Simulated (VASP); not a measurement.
The system is Ga2P.

```
Ga P
1.0
     0.00000    3.24132    3.24132
     3.24132    0.00000    3.24132
     3.24132    3.24132    0.00000
Ga P
2 1
Direct
  0.50000 0.50000 0.50000
  0.25000 0.25000 0.25000
  0.00000 0.00000 0.00000
```

| Quantity | Value |
| --- | --- |
| Program | VASP 6.6.1 |
| Task | relaxation of cell and atoms |
| Functional | PBE |
| Potentials or basis | VASP PAW PBE potentials, release 64 (Ga_d, P) |
| Cutoff | 600 eV |
| k mesh | 4 × 4 × 4 |
| Occupations | gaussian, width 0.1 eV |
| Spin | no spin polarisation |

At the start: pressure -3.3 GPa; volume 22.70 Å³/atom.

Problem. Where does the relaxation end?

Solution. Over 3 steps the energy falls by 19.7 meV/atom and the volume is 20.88 Å³/atom (-8.0 %); space group F-43m (No. 216, to 0.05 Å).

Step by step:
```csv
step,energy change (eV),largest force (eV/Å),pressure (GPa),volume (Å³)
1,0.0000,0.0000,-3.33,68.11
2,-0.0574,0.0000,-0.64,63.57
3,-0.0590,0.0000,0.02,62.65
```

Final structure:
```cif
data_structure
_symmetry_space_group_name_H-M 'P 1'
_symmetry_Int_Tables_number 1
_cell_length_a 4.4580
_cell_length_b 4.4580
_cell_length_c 4.4580
_cell_angle_alpha 60.000
_cell_angle_beta 60.000
_cell_angle_gamma 60.000
_cell_volume 62.65
loop_
_atom_site_label
_atom_site_type_symbol
_atom_site_fract_x
_atom_site_fract_y
_atom_site_fract_z
_atom_site_occupancy
Ga1 Ga 0.50000 0.50000 0.50000 1
Ga2 Ga 0.25000 0.25000 0.25000 1
P1 P 0.00000 0.00000 0.00000 1
```

Caveat: the k points lie up to 0.43 Å⁻¹ apart in the final cell.
